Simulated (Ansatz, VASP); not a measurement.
# Two plane-wave programs on NaCl

File INCAR:

```
SYSTEM = NaCl
PREC = Accurate
ENCUT = 520
EDIFF = 1E-6
ISMEAR = -1
SIGMA = 0.02
LREAL = .FALSE.
LASPH = .TRUE.
NELM = 60
ALGO = Normal
ISIF = 2
LWAVE = .FALSE.
LCHARG = .FALSE.
GGA = PE
NBANDS = 14
```

The input KPOINTS:

```
Automatic mesh
0
G
  8 8 8
  0 0 0
```

Contents of POSCAR:

```
NaCl
1.0
    0.0000000000      2.6393326955      2.6393326955
    2.6393326955      0.0000000000      2.6393326955
    2.6393326955      2.6393326955      0.0000000000
Na Cl
1 1
Direct
    0.0000000000      0.0000000000      0.0000000000
    0.5000000000      0.5000000000      0.5000000000
```

Input for Ansatz:

```yaml
crystal:
  lattice:
    - [0.0, 2.6393326955, 2.6393326955]
    - [2.6393326955, 0.0, 2.6393326955]
    - [2.6393326955, 2.6393326955, 0.0]
  atoms:
    - { symbol: Na, position: [0.0, 0.0, 0.0] }
    - { symbol: Cl, position: [0.5, 0.5, 0.5] }
kpoints:
  mp_grid: { grid: [8, 8, 8] }
  band_path:
    path:
      - [0.0, 0.0, 0.0]
      - [0.5, 0.0, 0.5]
      - [0.625, 0.25, 0.625]
      - [0.375, 0.375, 0.75]
      - [0.5, 0.5, 0.5]
      - [0.5, 0.25, 0.75]
    npoints: 1
hamiltonian:
  xc: pbe
scf:
  occupations: { method: fermi_dirac, width: 0.02 }
  n_extra_bands: 4
output:
  forces: true
  stress: true
  eigenvalues: true
```

Change from the starting cell: hydrostatic strain -5.8%.

Alike in both runs: task single point; functional PBE; k mesh 8 × 8 × 8; occupations fermi-dirac, width 0.02 eV; no spin polarisation.

```csv
,VASP,Ansatz
version,VASP 6.6.1,Ansatz 0.2.0
potentials or method,"VASP PAW PBE potentials, release 64 (Na_pv, Cl)","plane waves, PAW"
plane-wave cutoff (eV),520,420
valence electrons in the cell,14,16
```

```tsv
	VASP	Ansatz	Ansatz less VASP
gap on the k mesh at the Fermi level (eV)	5.99	5.99	+0.002
pressure (GPa)	9.2	9.2	-0.06
```

VASP's potentials hold 14 valence electrons a cell and Ansatz's 16, so a difference there can come from the potentials and not from the codes.
